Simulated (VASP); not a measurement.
Here is a VASP 6.6.1 calculation.

INCAR

```
PREC     = Accurate       # precision mode
ENCUT    = 520            # plane-wave cutoff, eV
EDIFF    = 1E-6           # SCF threshold, eV
ISMEAR   = 0              # smearing method
SIGMA    = 0.05           # smearing width, eV
LREAL    = False          # projectors in reciprocal space
LASPH    = True           # aspherical terms in the spheres
NELM     = 80             # most SCF steps
ALGO     = Normal         # electronic algorithm
ISIF     = 2              # what is computed and relaxed
LWAVE    = False          # write WAVECAR
LCHARG   = True           # write CHGCAR
GGA      = PS             # functional
LELF     = True           # ELF
LVHAR    = True         
NBANDS   = 16             # bands
```

The input KPOINTS:

```
regular mesh
0
Gamma
  10 10 10
```

The input POSCAR:

```
NbAs
1.0
    0.0000000000      2.8769993728      2.8769993728
    2.8769993728      0.0000000000      2.8769993728
    2.8769993728      2.8769993728      0.0000000000
Nb As
1 1
Direct
    0.0000000000      0.0000000000      0.0000000000
    0.2500000000      0.2500000000      0.2500000000
```

Potentials or basis: VASP PAW PBE potentials, release 64 (Nb_sv, As).

Launch:

```sh
$ cat potpaw_PBE.64/Nb_sv/POTCAR potpaw_PBE.64/As/POTCAR > POTCAR
$ mpirun -np 1 vasp_std > vasp.out
```

(1) What does it give for the band gap on the k mesh?

(2) Predict the pressure.

## Answers

(1) zero (band 9 reaches 6.39 eV, above the bottom of band 10 at 5.88 eV).

(2) -0.4 GPa.

Caveat: the PAW data sets were made with another functional, which shifts forces and pressure a little.
